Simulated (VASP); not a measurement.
Wanted: the native input for a VASP 6.6.1 run.

- Task: relaxation of the atoms
- Functional: PBEsol
- Potentials or basis: VASP PAW PBE potentials, release 64 (S, Mo_sv)
- Cutoff: 520 eV
- k mesh: 9 × 9 × 1
- Occupations: gaussian, width 0.05 eV
- Spin: no spin polarisation
- Dipole correction: yes
- Further INCAR settings: ALGO = Normal; EDIFF = 1e-07; IBRION = 2; EDIFFG = -0.02; NSW = 80

The structure of MoS2 lies in POSCAR:

```
MoS2
1.0
    3.1431208302      0.0000000000      0.0000000000
   -1.5715604151      2.7220224861      0.0000000000
    0.0000000000      0.0000000000     24.3995989249
S Mo
4 2
Direct
    0.3333333333      0.6666666667      0.3073821018
    0.3333333333      0.6666666667      0.4351017530
    0.0000000000      0.0000000000      0.5648982470
    0.0000000000      0.0000000000      0.6926178982
    0.6666666667      0.3333333333      0.3712528671
    0.3333333333      0.6666666667      0.6287690123
```

These files were run (other wordings do the same):

INCAR

```
PREC = Accurate
ENCUT = 520
EDIFF = 1E-7
ISMEAR = 0
SIGMA = 0.05
LREAL = F
LASPH = T
NELM = 80
ALGO = Normal
ISIF = 2
LWAVE = F
LCHARG = F
LDIPOL = T
IDIPOL = 3
DIPOL = 0.5 0.5 0.500
GGA = PS
IBRION = 2
NSW = 80
EDIFFG = -0.02
```

KPOINTS

```
Automatic mesh
0
Gamma
  9 9 1
```

Potentials or basis: VASP PAW PBE potentials, release 64 (S, Mo_sv).

Launch:

```console
$ cat potpaw_PBE.64/S/POTCAR potpaw_PBE.64/Mo_sv/POTCAR > POTCAR
$ mpirun -np 1 vasp_std > vasp.out
```

Results of the run:

The largest force after relaxing is 0.015 eV/Å and the band gap on the k mesh is 1.40 eV (least direct gap 1.75 eV).

Caveat: the relaxation stopped at its first step, so nothing moved; the PAW data sets were made with another functional, which shifts forces and pressure a little.

It took 2.6 min on 1 thread of Intel(R) Xeon(R) Platinum 8259CL CPU @ 2.50GHz (Skylake/Cascade Lake) (shared host), peak memory 0.34 GiB.
